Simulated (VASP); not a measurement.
SiS2, 6 atoms in the cell. The structure is orthorhombic, space group Ibam (No. 72). Conventional cell: a = 6.190 Å, b = 10.884 Å, c = 5.553 Å, α = 90.00°, β = 90.00°, γ = 90.00°. Within 2.8 Å of Si (site symmetry 222) lie 4 S at 2.13 Å and 2 Si at 2.78 Å. S (site symmetry m) has 2 Si at 2.13 Å within 2.8 Å. 

```yaml
Program: VASP 6.6.1
Task: relaxation of shape and atoms at fixed volume
Functional: PBE
Potentials_or_basis: VASP PAW PBE potentials, release 64 (Si, S)
Cutoff: 500 eV
k_mesh: 8 × 8 × 8
Occupations: gaussian, width 0.05 eV
Spin: no spin polarisation
Dipole_correction: no
Further_INCAR_settings: ALGO = Normal; EDIFF = 1e-07; IBRION = 2; EDIFFG = -0.01; NSW = 60; ISIF = 4
```

Potentials or basis: VASP PAW PBE potentials, release 64 (Si, S).

The run is started by

```console
$ cat potpaw_PBE.64/Si/POTCAR potpaw_PBE.64/S/POTCAR > POTCAR
$ mpirun -np 1 vasp_std > vasp.out
```

Hardware: 1 thread of Oxide Virtual Turin-like Processor (shared host).

Q: How long does it take, and how much memory?

A: Wall time 29 min on 1 thread of Oxide Virtual Turin-like Processor, with other jobs on the host, peak memory 0.5 GiB. Counts: scf iterations 46, k points 95, ion steps 5.
